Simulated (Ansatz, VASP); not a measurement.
**One calculation of F, two programs**

The input INCAR:

```
SYSTEM = F
PREC = Accurate
ENCUT = 520
EDIFF = 1E-6
ISMEAR = 0
SIGMA = 0.05
LREAL = .FALSE.
LASPH = .TRUE.
NELM = 100
ALGO = Normal
ISIF = 2
LWAVE = .FALSE.
LCHARG = .TRUE.
GGA = PS
LELF = .TRUE.
LVHAR = .TRUE.
NBANDS = 22
```

File KPOINTS:

```
Automatic mesh
0
G
  6 6 4
  0 0 0
```

Contents of POSCAR:

```
F
1.0
    3.5932197700     -2.1232795150      0.0000000000
    3.5932197700      2.1232795150      0.0000000000
    0.0000000000      0.0000000000      6.3757260000
F
4
Direct
    0.9125420000      0.0874580000      0.0960130000
    0.5874580000      0.4125420000      0.5960130000
    0.4125420000      0.5874580000      0.4039870000
    0.0874580000      0.9125420000      0.9039870000
```

Input for Ansatz:

```yaml
crystal:
  lattice:
    - [3.59321977, -2.123279515, 0.0]
    - [3.59321977, 2.123279515, 0.0]
    - [0.0, 0.0, 6.375726]
  atoms:
    - { symbol: F, position: [0.912542, 0.087458, 0.096013] }
    - { symbol: F, position: [0.587458, 0.412542, 0.596013] }
    - { symbol: F, position: [0.412542, 0.587458, 0.403987] }
    - { symbol: F, position: [0.087458, 0.912542, 0.903987] }
basis:
  ecutwfc: 420
kpoints:
  mp_grid: { grid: [6, 6, 4] }
hamiltonian:
  xc: pbesol
scf:
  occupations: { method: gaussian, width: 0.05 }
output:
  forces: true
  stress: true
  eigenvalues: true
```

Change from the starting cell: strain +0.015 along x and y, +0.000 along z, atoms carried along.

Alike in both runs: task single point; functional PBEsol; k mesh 6 × 6 × 4; occupations gaussian, width 0.05 eV; no spin polarisation.

|  | VASP | Ansatz |
| --- | --- | --- |
| version | VASP 6.6.1 | Ansatz 0.2.0 |
| potentials or method | VASP PAW PBE potentials, release 64 (F), cutoff 520 eV | scalar-relativistic, plane waves, PAW |
| valence electrons in the cell | 28 | 28 |

```tsv
	VASP	Ansatz	Ansatz less VASP
gap on the k mesh at the Fermi level (eV)	2.97	3.03	+0.066
least direct gap on the mesh (eV)	2.97	3.04	+0.066
pressure (GPa)	-1.5	-1.7	-0.21
traceless stress, the component that is largest in VASP (GPa)	-1.16	-1.88	-0.723
rms of the force components (eV/Å)	0.386	0.600	+0.2146
```

VASP's potentials were made for PBE, not for PBEsol. Atom by atom the forces differ by 0.215 eV/Å (rms over components).
